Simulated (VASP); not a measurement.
The system is AlH2.

```
CELL_PARAMETERS angstrom
-1.78081 1.78081 4.47625
1.78081 -1.78081 4.47625
1.78081 1.78081 -4.47625
ATOMIC_POSITIONS crystal
Al 0.00000 0.00000 0.00000
Al 0.75000 0.25000 0.50000
H 0.20660 0.20660 0.00000
H 0.95660 0.45660 0.50000
H 0.54340 0.04340 0.50000
H 0.79340 0.79340 0.00000
```

| Item | Value |
| --- | --- |
| Program | VASP 6.6.1 |
| Task | relaxation of cell and atoms |
| Functional | PBE |
| Potentials or basis | VASP PAW PBE potentials, release 64 (Al, H) |
| Cutoff | 600 eV |
| k mesh | 6 × 6 × 6 |
| Occupations | gaussian, width 0.1 eV |
| Spin | no spin polarisation |

At the start: pressure 6.4 GPa; volume 9.46 Å³/atom.

**Question.** Where does the relaxation end?

**Answer.** Over 4 steps the energy falls by 25.5 meV/atom and the volume is 10.61 Å³/atom (+12.1 %); space group I4_1/amd (No. 141, to 0.1 Å) before and after.

Step by step:
| step | energy change (eV) | largest force (eV/Å) | pressure (GPa) | volume (Å³) |
| --- | --- | --- | --- | --- |
| 1 | 0.0000 | 0.2979 | 6.38 | 56.78 |
| 2 | -0.1152 | 0.1402 | 2.97 | 59.93 |
| 3 | -0.1492 | 0.0085 | -0.81 | 64.75 |
| 4 | -0.1532 | 0.0212 | -0.12 | 63.66 |

Final structure:
```
Al H
1.0
    -1.83068    1.83068    4.74886
     1.83068   -1.83068    4.74886
     1.83068    1.83068   -4.74886
Al H
2 4
Direct
  0.00000 0.00000 0.00000
  0.75000 0.25000 0.50000
  0.21001 0.21001 0.00000
  0.96001 0.46001 0.50000
  0.53999 0.03999 0.50000
  0.78999 0.78999 0.00000
```
